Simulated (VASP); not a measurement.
# AlNi in VASP: a series of runs, part 3 of 3

VASP 6.6.1. Earlier steps stand in the parts before.

**6. Single point, LDA, collinear spin, ferromagnetic start**

This run uses another cell than the first one, of 11.74 Å³/atom, 0.980 times its volume.

The input, INCAR:

```
PREC = Accurate
ENCUT = 520
EDIFF = 1E-6
ISMEAR = -1
SIGMA = 0.05
LREAL = F
LASPH = T
NELM = 150
ALGO = Fast
ISIF = 2
LWAVE = F
LCHARG = T
ISPIN = 2
MAGMOM = 1 0
LORBIT = 11
LMAXMIX = 4
GGA = CA
LELF = T
LVHAR = T
NBANDS = 18
```

The input, KPOINTS:

```
regular mesh
0
Gamma
  10 10 9
```

The input, POSCAR:

```
AlNi
1.0
    1.9386940000     -1.9531901500      0.0000000000
    1.9386940000      1.9531901500      0.0000000000
    0.0000000000      0.0000000000      3.0994300413
Ni Al
1 1
Direct
    0.5000000000      0.5000000000      0.5000000000
    0.0000000000      0.0000000000      0.0000000000
```

Potentials or basis: VASP PAW LDA potentials, release 64 (Ni, Al).

Run with:

```bash
cat potpaw_LDA.64/Ni/POTCAR potpaw_LDA.64/Al/POTCAR > POTCAR
mpirun -np 1 vasp_std > vasp.out
```

Run time: 1.7 min. Hardware: 1 thread of Intel Xeon Platinum 8259CL at 2.50GHz (Skylake/Cascade Lake), shared host; peak memory 0.2 GiB.

Results (log left out):

| Property | Result |
| --- | --- |
| Free energy | -12.1448 eV |
| Pressure | -4.5 GPa |
| Net moment | 0.00 μB per cell |
| Valence electrons inside the program's atomic spheres | Ni 9.52; Al 0.82 |

Stress tensor (GPa, compression positive):
```
-1.31  0.00  0.00
 0.00 -2.90  0.00
 0.00  0.00 -9.38
```

Levels at points of the mesh, in eV from the Fermi level:
Spin up:
| k point | band 3 | band 4 | band 5 | band 6 | band 7 | band 8 | band 9 | band 10 | band 11 | band 12 |
| --- | --- | --- | --- | --- | --- | --- | --- | --- | --- | --- |
| (0.00, 0.00, 0.00) | -3.28 | -1.67 | -1.65 | -1.35 | 2.94 | 7.01 | 7.06 | 7.26 | 8.74 | 14.49 |
| (0.50, 0.00, 0.00) | -2.80 | -2.77 | -2.07 | -1.54 | -0.36 | 7.80 | 8.01 | 9.35 | 11.62 | 12.64 |
| (0.50, 0.50, 0.00) | -2.46 | -2.45 | -2.37 | -2.25 | -0.85 | 2.24 | 3.30 | 10.69 | 13.53 | 13.66 |
Spin down:
| k point | band 5 | band 6 | band 7 | band 8 | band 9 | band 10 |
| --- | --- | --- | --- | --- | --- | --- |
| (0.00, 0.00, 0.00) | -1.65 | -1.35 | 2.94 | 7.01 | 7.06 | 7.26 |
| (0.50, 0.00, 0.00) | -2.07 | -1.54 | -0.36 | 7.80 | 8.01 | 9.35 |
| (0.50, 0.50, 0.00) | -2.37 | -2.25 | -0.85 | 2.24 | 3.30 | 10.69 |

**7. Single point, PBEsol, collinear spin, ferromagnetic start (atoms moved at random)**

The input, INCAR:

```
PREC = Accurate ; ENCUT = 520
EDIFF = 1E-6 ; ISMEAR = -1
SIGMA = 0.05 ; LREAL = False
LASPH = True ; NELM = 150
ALGO = Fast ; ISIF = 2
LWAVE = False ; LCHARG = True
ISPIN = 2 ; MAGMOM = 1 0
LORBIT = 11 ; LMAXMIX = 4
GGA = PS ; LELF = True
LVHAR = True ; NBANDS = 18
```

KPOINTS is that of step 6.

The input, POSCAR:

```
AlNi
1.0
    1.9386940000     -1.9531901500      0.0000000000
    1.9386940000      1.9531901500      0.0000000000
    0.0000000000      0.0000000000      3.0994300413
Ni Al
1 1
Direct
    0.4974930000      0.5083540000      0.5013660000
   -0.0031390000     -0.0177370000     -0.0059000000
```

Potentials or basis: VASP PAW PBE potentials, release 64 (Ni, Al).

Run with:

```bash
cat potpaw_PBE.64/Ni/POTCAR potpaw_PBE.64/Al/POTCAR > POTCAR
mpirun -np 1 vasp_std > vasp.out
```

OUTCAR:

```text
PREC = Accurate
   ENCUT = 520
   EDIFF = 1E-6
   ISMEAR = -1
   LREAL = False
   LASPH = True
   NELM = 150
   ISIF = 2
   ISPIN = 2
   LORBIT = 11
   GGA = PS

 ion  position               nearest neighbor table
   1  0.497  0.508  0.501-   2 2.43   2 2.44   2 2.46   2 2.47   2 2.51   2 2.52   2 2.54   2 2.55

   2  0.997  0.982  0.994-   1 2.43   1 2.44   1 2.46   1 2.47   1 2.51   1 2.52   1 2.54   1 2.55

  LATTYP: Found a base centered orthorhombic cell.
 ALAT       =     3.8773880000
 B/A-ratio  =     1.0074772759
 C/A-ratio  =     0.7993603017
[... 1228 lines left out ...]
  external PRESSURE =      12.0888133 kB  Pullay stress =       0.0000000 kB

 VOLUME and BASIS-vectors are now :
 -----------------------------------------------------------------------------
  energy-cutoff  :      520.00
  volume of cell :       23.47
      direct lattice vectors                 reciprocal lattice vectors
     1.938694000 -1.953190150  0.000000000     0.257905580 -0.255991461  0.000000000
     1.938694000  1.953190150  0.000000000     0.257905580  0.255991461  0.000000000
     0.000000000  0.000000000  3.099430041     0.000000000  0.000000000  0.322639965

 POSITION                                       TOTAL-FORCE (eV/Angst)
 -----------------------------------------------------------------------------------
      1.95003      0.02121      1.55395        -0.310039     -0.280425     -0.148017
      3.83692     -0.02851      3.08114         0.310039      0.280425      0.148017
 -----------------------------------------------------------------------------------
    total drift:                               -0.000588     -0.000734     -0.000238

  FREE ENERGIE OF THE ION-ELECTRON SYSTEM (eV)
  ---------------------------------------------------
  free  energy   TOTEN  =       -11.5293954696 eV

  energy  without entropy=      -11.5220429494  energy(sigma->0) =      -11.52571921

 total charge

# of ion       s       p       d       tot
------------------------------------------
    1        0.491   0.536   8.482   9.510
    2        0.388   0.424   0.000   0.812
--------------------------------------------------
tot          0.879   0.960   8.482  10.322

 magnetization (x)

# of ion       s       p       d       tot
------------------------------------------
    1       -0.000   0.000  -0.000  -0.000
    2        0.000  -0.000   0.000  -0.000
--------------------------------------------------
tot         -0.000   0.000  -0.000  -0.001
```

OSZICAR:

```text
N       E                     dE             d eps       ncg     rms          rms(c)
DAV:   1     0.447216069024E+02    0.44722E+02   -0.52697E+03 33542   0.795E+02
DAV:   2    -0.105178001533E+02   -0.55239E+02   -0.48638E+02 35260   0.163E+02
DAV:   3    -0.131561321333E+02   -0.26383E+01   -0.25838E+01 38808   0.367E+01
DAV:   4    -0.131900382770E+02   -0.33906E-01   -0.33879E-01 38276   0.368E+00
DAV:   5    -0.131907837302E+02   -0.74545E-03   -0.74540E-03 38574   0.595E-01    0.136E+01
RMM:   6    -0.156291244911E+02   -0.24383E+01   -0.11656E+01 41792   0.341E+01    0.185E+01
RMM:   7    -0.115526756135E+02    0.40764E+01   -0.28656E+00 39340   0.162E+01    0.146E+00
RMM:   8    -0.115410993210E+02    0.11576E-01   -0.88944E-02 37604   0.264E+00    0.838E-01
RMM:   9    -0.115318837569E+02    0.92156E-02   -0.17008E-02 39701   0.779E-01    0.654E-01
RMM:  10    -0.115294284934E+02    0.24553E-02   -0.28646E-03 44277   0.505E-01    0.158E-01
RMM:  11    -0.115294014249E+02    0.27068E-04   -0.43514E-04 45262   0.144E-01    0.109E-01
RMM:  12    -0.115293960864E+02    0.53385E-05   -0.11420E-04 50812   0.713E-02    0.632E-02
RMM:  13    -0.115293962598E+02   -0.17341E-06   -0.29834E-05 46695   0.348E-02    0.229E-02
RMM:  14    -0.115293954696E+02    0.79021E-06   -0.84981E-06 44257   0.222E-02
   1 F= -.11529395E+02 E0= -.11525719E+02  d E =-.735252E-02  mag=    -0.0007
```

Wall time 9.3 min (1 thread of Oxide Virtual Turin-like, shared host); peak memory 0.33 GiB.

What came out:

| Quantity | Value |
| --- | --- |
| Free energy | -11.5294 eV |
| Pressure | 1.2 GPa |
| Largest force | 0.443 eV/Å |
| Net moment | 0.00 μB per cell |
| Valence electrons inside the program's atomic spheres | Ni 9.51; Al 0.81 |

Forces on the atoms (eV/Å):
```
Ni  -0.310 -0.280 -0.148
Al   0.310  0.280  0.148
```

Caveat: the cell differs from its parent crystal (atoms moved at random); the PAW data sets were made with another functional, which shifts forces and pressure a little.

**8. Summary**

```tsv
level	potentials or basis	cell	gap on the mesh (eV)	pressure (GPa)	moment (μB)
PBE	VASP PAW PBE potentials, release 64 (Ni, Al)	a = 2.770, b = 2.770, c = 3.120 Å, angles 90.0, 90.0, 90.4°, 2 atoms	none	2.6	0.00
PBE	VASP PAW PBE potentials, release 64 (Ni, Al)	a = 2.788, b = 2.788, c = 3.140 Å, angles 90.0, 90.0, 90.4°, 2 atoms	none	-0.4	0.00
PBEsol	VASP PAW PBE potentials, release 64 (Ni, Al)	a = 2.752, b = 2.752, c = 3.099 Å, angles 90.0, 90.0, 90.4°, 2 atoms	none	1.2	0.00
LDA	VASP PAW LDA potentials, release 64 (Ni, Al)	a = 2.752, b = 2.752, c = 3.099 Å, angles 90.0, 90.0, 90.4°, 2 atoms	none	-4.5	0.00
```

Some of these runs hold the atoms at other places in the same cell, which the table doesn't show; runs alike in all that it shows share one row.

Alike in all rows: task single point; spin collinear, ferromagnetic start; k mesh 10 × 10 × 9; cutoff (eV) 520; smearing fermi-dirac 0.05 eV.

Caveats: the PAW data sets were made with another functional, which shifts forces and pressure a little (some runs).

Total energies depend on the potentials used, so only differences within one code and one set of settings carry meaning.
